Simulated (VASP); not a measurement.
# Na3Li5S4 (P1) in VASP: single point with PBEsol

Aim: the single point of Na3Li5S4 with PBEsol.

Everything below comes from runs of VASP 6.6.1. Logs are shortened: lines on timing, memory, paths and dates and some standing lists are left out, and cuts for length are marked.

## 1. The cell of the first run

The typed cell holds 96 atoms: a = 12.057 Å, b = 12.057 Å, c = 12.057 Å, α = 90.00°, β = 90.00°, γ = 90.00°.

## 2. Single point, PBEsol

Contents of INCAR:

```
ALGO = Normal
EDIFF = 1E-6
ENCUT = 750
GGA = PS
GGA_COMPAT = False
ISIF = 2
ISMEAR = -1
ISYM = 0
LASPH = True
LCHARG = False
LREAL = Auto
LWAVE = False
NBANDS = 294
NCORE = 4
NELM = 120
PREC = Accurate
SIGMA = 0.05
```

Contents of KPOINTS:

```
Automatic mesh
0
Gamma
  1 1 1
  0.25 0.25 0.25
```

Contents of POSCAR:

```
Na3Li5S4
1.0
   12.0571951334      0.0000000000      0.0000000000
    0.0000000000     12.0571951334      0.0000000000
    0.0000000000      0.0000000000     12.0571951334
Li Na S
40 24 32
Direct
    0.3713420000      0.1145550000      0.1340350000
    0.3855920000      0.1262430000      0.6183440000
    0.3772150000      0.6274030000      0.1285790000
    0.3355720000      0.6538810000      0.6514540000
    0.8959590000      0.1531290000      0.6022740000
    0.8779500000      0.6301400000      0.1272280000
    0.8706410000      0.6244570000      0.6202250000
    0.1259640000      0.3789070000      0.1272710000
    0.1256540000      0.3867250000      0.6185880000
    0.6244000000      0.3844880000      0.1237250000
    0.6361640000      0.3687610000      0.6069650000
    0.6258990000      0.8699370000      0.1330050000
    0.1222080000      0.6202220000      0.3762060000
    0.1258680000      0.6250850000      0.8793670000
    0.6210920000      0.1174270000      0.3740000000
    0.6223350000      0.1217330000      0.8755290000
    0.6296330000      0.6171530000      0.3678890000
    0.1231940000      0.1287360000      0.1237210000
    0.1292620000      0.6201830000      0.1278810000
    0.1092860000      0.6231820000      0.6301640000
    0.6260680000      0.6309770000      0.1294360000
    0.3892960000      0.3631460000      0.3792610000
    0.3817750000      0.8741420000      0.3695170000
    0.3771730000      0.8692110000      0.8777200000
    0.8682780000      0.8710400000      0.8870220000
    0.3830420000      0.8660230000      0.1265810000
    0.3697730000      0.8797260000      0.6174000000
    0.8819750000      0.3891100000      0.6210740000
    0.8733220000      0.8716660000      0.1278020000
    0.3806010000      0.1222100000      0.3746510000
    0.3741250000      0.6282640000      0.8855410000
    0.8686490000      0.1200100000      0.3760650000
    0.8732580000      0.6243230000      0.3730610000
    0.8827110000      0.6282960000      0.8782050000
    0.1377230000      0.3764460000      0.3710800000
    0.1203840000      0.3876160000      0.8730840000
    0.1378940000      0.8628880000      0.3699180000
    0.6315770000      0.3665820000      0.3649390000
    0.6235690000      0.8669540000      0.3718550000
    0.6239250000      0.8789660000      0.8949070000
    0.8698010000      0.1245600000      0.1295390000
    0.1296940000      0.8683770000      0.1268550000
    0.1169620000      0.8742350000      0.6242390000
    0.6135690000      0.8662880000      0.6280400000
    0.1327390000      0.1228070000      0.3704010000
    0.1232060000      0.1242950000      0.8708790000
    0.6294640000      0.6347200000      0.8739850000
    0.1391050000      0.1310020000      0.6197080000
    0.6183760000      0.1193550000      0.1262360000
    0.6351200000      0.1155090000      0.6229160000
    0.6063180000      0.6183050000      0.6186200000
    0.3688500000      0.3791960000      0.8796000000
    0.8827280000      0.3804200000      0.3711720000
    0.8758180000      0.3828890000      0.8724090000
    0.8788530000      0.8677820000      0.3749800000
    0.3739450000      0.3747500000      0.1363810000
    0.3804560000      0.3903760000      0.6237760000
    0.8767900000      0.3809220000      0.1209510000
    0.8645190000      0.8765650000      0.6302070000
    0.3784240000      0.1230360000      0.8804030000
    0.3789070000      0.6183440000      0.3803230000
    0.8719460000      0.1285100000      0.8679950000
    0.1293680000      0.8665640000      0.8754770000
    0.6212590000      0.3835120000      0.8662800000
    0.9940540000      0.9926370000      0.0043820000
    0.9914770000      0.0108310000      0.4983700000
    0.0104740000      0.5127820000      0.9996080000
    0.0055860000      0.5085620000      0.5035790000
    0.4957280000      0.9828700000      0.0056320000
    0.4917450000      0.9959330000      0.4892130000
    0.5007860000      0.5124520000      0.0120770000
    0.5192360000      0.4793840000      0.4784370000
    0.2386980000      0.2493030000      0.0110270000
    0.2615310000      0.2593440000      0.4914120000
    0.2613230000      0.7376160000      0.0044070000
    0.2469400000      0.7503820000      0.4994790000
    0.7361030000      0.2538790000      0.9991190000
    0.7566580000      0.2468970000      0.4929620000
    0.7567870000      0.7542110000      0.0118240000
    0.7452840000      0.7365800000      0.4902230000
    0.2648840000      0.9917670000      0.2512060000
    0.2654700000      0.9943520000      0.7434150000
    0.2375890000      0.5029650000      0.2515990000
    0.2358900000      0.5124210000      0.7516210000
    0.7428320000      0.9922270000      0.2585370000
    0.7370720000      0.9861880000      0.7740750000
    0.7442040000      0.5094450000      0.2437450000
    0.7575560000      0.5037190000      0.7341670000
    0.0128180000      0.2526620000      0.2447010000
    0.0042770000      0.2661660000      0.7346560000
    0.0039150000      0.7352060000      0.2521760000
    0.9913670000      0.7366800000      0.7553250000
    0.5012640000      0.2435310000      0.2610990000
    0.5041310000      0.2453980000      0.7428820000
    0.5055910000      0.7518640000      0.2477100000
    0.4749600000      0.7479700000      0.7539770000
```

Potentials or basis: VASP PAW PBE potentials, release 64 (Li_sv, Na_pv, S).

Run with:

```console
$ cat potpaw_PBE.64/Li_sv/POTCAR potpaw_PBE.64/Na_pv/POTCAR potpaw_PBE.64/S/POTCAR > POTCAR
$ mpirun -np 4 vasp_std > vasp.out
```

OUTCAR:

```text
EDIFF = 1E-6
   ENCUT = 750
   GGA = PS
   ISIF = 2
   ISMEAR = -1
   ISYM = 0
   LASPH = True
   LREAL = Auto
   NELM = 120
   PREC = Accurate

 ion  position               nearest neighbor table
   1  0.371  0.115  0.134-  81 2.42  69 2.68  93 2.69
   2  0.386  0.126  0.618-  94 2.52  70 2.56  82 2.63  74 2.67
   3  0.377  0.627  0.129-  75 2.44  71 2.47  95 2.59
   4  0.336  0.654  0.651-  96 2.37  84 2.41  76 2.42
   5  0.896  0.153  0.602-  78 2.42  66 2.42  90 2.47
   6  0.878  0.630  0.127-  91 2.49  79 2.51  87 2.59  67 2.63
   7  0.871  0.624  0.620-  88 2.42  80 2.56  68 2.56  92 2.57
   8  0.126  0.379  0.127-  89 2.49  73 2.50  83 2.51  67 2.63
   9  0.126  0.387  0.619-  68 2.49  90 2.49  84 2.58
  10  0.624  0.384  0.124-  71 2.53  87 2.54  77 2.56
  11  0.636  0.369  0.607-  78 2.48  72 2.48  88 2.67
  12  0.626  0.870  0.133-  95 2.46  85 2.54  79 2.56  69 2.58
  13  0.122  0.620  0.376-  68 2.48  83 2.49  91 2.49  76 2.63
  14  0.126  0.625  0.879-  67 2.42  84 2.44  92 2.58  75 2.60
  15  0.621  0.117  0.374-  93 2.50  85 2.52  70 2.55  78 2.68
  16  0.622  0.122  0.876-  86 2.47  77 2.58  94 2.61
  17  0.630  0.617  0.368-  87 2.42  80 2.49  72 2.51  95 2.64
[... 81 lines left out ...]
  88  0.758  0.504  0.734-   7 2.42  28 2.45  54 2.63  11 2.67  51 2.68  64 2.71  47 2.78
  89  0.013  0.253  0.245-  18 2.48   8 2.49  35 2.61  45 2.62  53 2.68  41 2.70  58 2.70
  90  0.004  0.266  0.735-   5 2.47   9 2.49  28 2.50  36 2.62  54 2.67  48 2.69  46 2.77
  91  0.004  0.735  0.252-   6 2.49  13 2.49  33 2.53  19 2.54  37 2.64  55 2.65  42 2.68
  92  0.991  0.737  0.755-  34 2.37  20 2.48   7 2.57  14 2.58  63 2.71  59 2.73  43 2.75
  93  0.501  0.244  0.261-  22 2.44  30 2.48  38 2.50  15 2.50  49 2.62  56 2.67   1 2.69
  94  0.504  0.245  0.743-   2 2.52  16 2.61  64 2.64  50 2.65  60 2.69  57 2.71
  95  0.506  0.752  0.248-  12 2.46  39 2.49  26 2.49  21 2.50  23 2.56   3 2.59  17 2.64  61 2.74

  96  0.475  0.748  0.754-   4 2.37  24 2.40  31 2.47  27 2.62  44 2.67  47 2.73  51 2.76

IMPORTANT INFORMATION: All symmetrisations will be switched off!
NOSYMM: (Re-)initialisation of all symmetry stuff for point group C_1.

----------------------------------------------------------------------------------------

                                     Primitive cell

  volume of cell :    1752.8263

  direct lattice vectors                    reciprocal lattice vectors
    12.057195133  0.000000000  0.000000000     0.082938029  0.000000000  0.000000000
     0.000000000 12.057195133  0.000000000     0.000000000  0.082938029  0.000000000
     0.000000000  0.000000000 12.057195133     0.000000000  0.000000000  0.082938029

  length of vectors
    12.057195133 12.057195133 12.057195133     0.082938029  0.082938029  0.082938029
[... 255 lines left out ...]
   ISYM   =      0    0-nonsym 1-usesym 2-fastsym
   POTIM  = 0.5000    time-step for ionic-motion
   TEBEG  =    0.0;   TEEND  =   0.0 temperature during run
   PSTRESS=    0.0 pullay stress
   NELECT =     480.0000    total number of electrons
   NUPDOWN=      -1.0000    fix difference up-down
   EMIN   =  10.00;   EMAX   =-10.00  energy-range for DOS
   EFERMI =   0.00;   METHOD = LEGACY
   ISMEAR =    -1;   SIGMA  =   0.05  broadening in eV -4-tet -1-fermi 0-gaus
   EFERMI_NEDOS =   21; number of points for ismear=-14 and -15
   IALGO  =     38    algorithm
   IMIX   =      4    mixing-type and parameters
     AMIX     =   0.40;   BMIX     =  1.00
     AMIX_MAG =   1.60;   BMIX_MAG =  1.00
  volume/ion in A,a.u.               =      18.26       123.22
  Fermi-wavevector in a.u.,A,eV,Ry     =   1.063104  2.008975 15.377161  1.130189
  Thomas-Fermi vector in A             =   2.198577
   LORBIT       =      0    0 simple, 1 ext, 2 COOP (PROOUT), +10 PAW based schemes
   GGA     = PS    functional components
   LHFCALC =     F    Hartree Fock is set to
   AEXX    =    0.0000 exact exchange contribution
   IVDW    =     0    specifies the selected vdW correction
   LEPSILON=     F    determine dielectric tensor
   LRPA    =     F    only Hartree local field effects (RPA)
 non-spin polarized calculation
  energy-cutoff  :      750.00
  volume of cell :     1752.83
 maximum number of plane-waves:     81748
   NGX = 53   NGY = 53   NGZ = 53

 number of electron     480.0000000 magnetization

 Free energy of the ion-electron system (eV)
  ---------------------------------------------------
  ext. energy  EPLUGINS =         0.00000000
  ---------------------------------------------------
  free energy    TOTEN  =      -366.97927164 eV

  energy without entropy =     -366.97927164  energy(sigma->0) =     -366.97927164

 E-fermi :   2.1852     XC(G=0):  -8.3587

 val. band max:        0.8227003592   @ k =  -0.2500   0.2500   0.2500
 cond. band min:       4.4439568616   @ k =  -0.2500   0.2500   0.2500
 fundamental gap:      3.6212565025
 Fermi energy:         2.1852270114

 k-point     1 :       0.2500    0.2500    0.2500
  band No.  band energies     occupation
      1     -43.3202      2.00000
      2     -43.1749      2.00000
      3     -43.1508      2.00000
      4     -43.0501      2.00000
      5     -42.9916      2.00000
      6     -42.9815      2.00000
[... 1009 lines left out ...]
    251       5.4475      0.00000
    252       5.5226      0.00000
 [bands above 252 left out]

------------------------ aborting loop because EDIFF is reached ----------------------------------------

  FORCE on cell =-STRESS in cart. coord.  units (eV):
  Direction    XX          YY          ZZ          XY          YZ          ZX
  --------------------------------------------------------------------------------------
  -------------------------------------------------------------------------------------
  Total        0.6104188      0.1191574     -0.0770329     -0.2081778      0.0367491     -2.1791162
  in kB        0.5579555      0.1089162     -0.0704122     -0.1902857      0.0335906     -1.9918293
  external PRESSURE =       0.1988198 kB  Pullay stress =       0.0000000 kB

 VOLUME and BASIS-vectors are now :
 -----------------------------------------------------------------------------
  energy-cutoff  :      750.00
  volume of cell :     1752.83
      direct lattice vectors                 reciprocal lattice vectors
    12.057195133  0.000000000  0.000000000     0.082938029  0.000000000  0.000000000
     0.000000000 12.057195133  0.000000000     0.000000000  0.082938029  0.000000000
     0.000000000  0.000000000 12.057195133     0.000000000  0.000000000  0.082938029

 POSITION                                       TOTAL-FORCE (eV/Angst)
 -----------------------------------------------------------------------------------
      4.47734      1.38121      1.61609         0.011729     -0.000729      0.003627
      4.64916      1.52214      7.45549        -0.002493      0.000077     -0.007053
      4.54815      7.56472      1.55030         0.004364     -0.000755      0.009005
      4.04606      7.88397      7.85471         0.007949     -0.001168      0.008282
     10.80275      1.84631      7.26174        -0.004141      0.001831      0.010854
     10.58561      7.59772      1.53401        -0.005066      0.001554      0.003094
[... 88 lines left out ...]
      6.09601      9.06537      2.98669         0.000912     -0.002623     -0.005599
      5.72669      9.01842      9.09085        -0.006165      0.007820      0.002451
 -----------------------------------------------------------------------------------
    total drift:                                0.077735     -0.019231     -0.060134

  FREE ENERGIE OF THE ION-ELECTRON SYSTEM (eV)
  ---------------------------------------------------
  free  energy   TOTEN  =      -366.9792716448 eV

  energy  without entropy=     -366.9792716447  energy(sigma->0) =     -366.97927164
```

Run time: 45 min. Hardware: 4 MPI ranks of Intel Xeon Platinum 8259CL at 2.50GHz (Skylake/Cascade Lake), shared host; peak memory 1.1 GiB.

Results:

```
Free energy            : -366.9793 eV
Pressure               : 0.0 GPa
Largest force          : 0.028 eV/Å
Band gap on the k mesh : 3.62 eV
```

Forces on the atoms (eV/Å):
```
Li   0.012 -0.001  0.004
Li  -0.002  0.000 -0.007
Li   0.004 -0.001  0.009
Li   0.008 -0.001  0.008
Li  -0.004  0.002  0.011
Li  -0.005  0.002  0.003
Li   0.006 -0.008  0.001
Li   0.003  0.003  0.002
Li   0.003 -0.005 -0.003
Li   0.010 -0.003  0.012
Li  -0.005 -0.005  0.004
Li   0.004  0.001 -0.003
Li   0.007  0.002  0.016
Li   0.017  0.007 -0.003
Li   0.011  0.006  0.006
Li   0.004  0.005  0.007
Li  -0.002  0.012  0.001
Li  -0.001 -0.011 -0.003
Li   0.001  0.002 -0.028
Li   0.004 -0.003 -0.003
Li   0.003  0.000 -0.003
Li  -0.005  0.025  0.006
Li   0.004 -0.004  0.003
Li   0.004  0.004  0.000
Li   0.005  0.003 -0.007
Li   0.005 -0.006 -0.015
Li   0.002 -0.005 -0.002
Li   0.010 -0.005 -0.010
Li  -0.007 -0.001  0.001
Li  -0.008  0.004 -0.001
Li   0.003 -0.019 -0.009
Li  -0.008  0.000  0.003
Li   0.002 -0.007  0.002
Li  -0.008 -0.001  0.004
Li  -0.007  0.002  0.000
Li   0.000 -0.010  0.005
Li  -0.013  0.014 -0.012
Li   0.009 -0.006 -0.005
Li  -0.002  0.000  0.007
Li  -0.008 -0.015 -0.005
Na  -0.001  0.002  0.002
Na   0.001  0.001  0.004
Na  -0.001  0.001  0.003
Na   0.001  0.002 -0.003
Na   0.003  0.001  0.002
Na  -0.002 -0.002  0.000
Na   0.002  0.000  0.001
Na  -0.001 -0.004  0.001
Na  -0.003 -0.001 -0.001
Na  -0.001 -0.004 -0.002
Na  -0.004  0.003  0.004
Na   0.003  0.002  0.003
Na  -0.002  0.002  0.000
Na   0.001  0.001  0.006
Na   0.001  0.001  0.000
Na   0.000 -0.001 -0.002
Na  -0.004  0.002  0.004
Na  -0.003 -0.002 -0.002
Na  -0.003 -0.003 -0.001
Na  -0.002  0.002  0.002
Na  -0.002  0.001 -0.003
Na   0.002  0.002 -0.001
Na   0.000  0.000  0.000
Na  -0.003  0.002  0.002
S   -0.002 -0.003  0.000
S    0.000  0.005 -0.004
S    0.005  0.007 -0.001
S   -0.001  0.001  0.000
S    0.000 -0.005  0.005
S   -0.003  0.000 -0.002
S   -0.004  0.004  0.003
S    0.004 -0.001 -0.006
S   -0.010  0.001  0.009
S    0.006  0.001 -0.001
S    0.000  0.000 -0.001
S   -0.005  0.003 -0.005
S   -0.004 -0.001  0.000
S   -0.003  0.001 -0.001
S    0.002  0.000 -0.001
S    0.001 -0.002 -0.001
S    0.002  0.000  0.000
S    0.007 -0.005 -0.007
S   -0.005  0.005  0.002
S   -0.008  0.000  0.000
S    0.001  0.002  0.003
S   -0.004 -0.004  0.001
S   -0.006  0.004  0.005
S    0.004  0.005 -0.004
S    0.002  0.000 -0.004
S   -0.002  0.008 -0.006
S   -0.003 -0.010 -0.001
S   -0.004 -0.004  0.006
S   -0.003  0.002  0.007
S    0.001 -0.004 -0.007
S    0.001 -0.003 -0.006
S   -0.006  0.008  0.002
```

Levels at points of the mesh, in eV from the valence-band top:
```tsv
k point	band 237	band 238	band 239	band 240	band 241	band 242	band 243	band 244
(0.25, 0.25, 0.25)	-0.13	-0.09	-0.03	-0.01	3.63	3.79	3.81	3.84
```

Caveat: the PAW data sets were made with another functional, which shifts forces and pressure a little; a shifted mesh leaves out Γ, where band edges can lie.
